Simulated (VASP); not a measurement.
Wanted: the native input for a VASP 6.6.1 run.

```yaml
Task: single point
Functional: PBE-based screened hybrid with 30 % exact exchange
Potentials_or_basis: VASP PAW PBE potentials, release 64 (Na_pv, Cl)
Cutoff: 520 eV
k_mesh: 4 × 4 × 4
Occupations: gaussian, width 0.01 eV
Spin: no spin polarisation
Dipole_correction: no
Grid_for_exact_exchange_PRECFOCK: Normal
Share_of_exact_exchange: 0.3
Further_INCAR_settings: ALGO = Normal; EDIFF = 1e-06; NBANDS = 14
Screening_parameter: 0.2078 1/Å
```

Crystal: NaCl.

```
Na Cl
1.0
     0.00000    2.80270    2.80270
     2.80270    0.00000    2.80270
     2.80270    2.80270    0.00000
Na Cl
1 1
Direct
  0.00000 0.00000 0.00000
  0.50000 0.50000 0.50000
```

These files were run (other wordings do the same):

POSCAR

```
NaCl
1.0
    0.0000000000      2.8026988074      2.8026988074
    2.8026988074      0.0000000000      2.8026988074
    2.8026988074      2.8026988074      0.0000000000
Na Cl
1 1
Direct
    0.0000000000      0.0000000000      0.0000000000
    0.5000000000      0.5000000000      0.5000000000
```

INCAR.step1

```
ALGO = Normal
EDIFF = 1E-5
ENCUT = 520
GGA = PE
ISIF = 2
ISMEAR = 0
LASPH = True
LCHARG = False
LREAL = False
LWAVE = True
NBANDS = 14
NELM = 60
PREC = Accurate
SIGMA = 0.01
```

INCAR.step2

```
AEXX = 0.3
ALGO = Normal
EDIFF = 1E-6
ENCUT = 520
GGA = PE
HFSCREEN = 0.2078
ISIF = 2
ISMEAR = 0
ISTART = 1
LASPH = True
LCHARG = False
LHFCALC = True
LREAL = False
LWAVE = False
NBANDS = 14
NELM = 60
PREC = Accurate
PRECFOCK = Normal
SIGMA = 0.01
```

KPOINTS

```
k-points
0
Gamma
  4 4 4
```

Potentials or basis: VASP PAW PBE potentials, release 64 (Na_pv, Cl).

The run is started by

```bash
$ cat potpaw_PBE.64/Na_pv/POTCAR potpaw_PBE.64/Cl/POTCAR > POTCAR
$ cp INCAR.step1 INCAR
$ mpirun -np 1 vasp_std > vasp.out
$ cp INCAR.step2 INCAR
$ mpirun -np 1 vasp_std > vasp.out
```

Results of the run:

* Pressure: 0.6 GPa
* Band gap on the k mesh: 6.83 eV

Caveat: the k points lie up to 0.49 Å⁻¹ apart; the PAW data sets were made with another functional, which shifts forces and pressure a little.

Wall time 2.2 min on 1 thread of Oxide Virtual Turin-like Processor (shared host), peak memory 0.23 GiB.
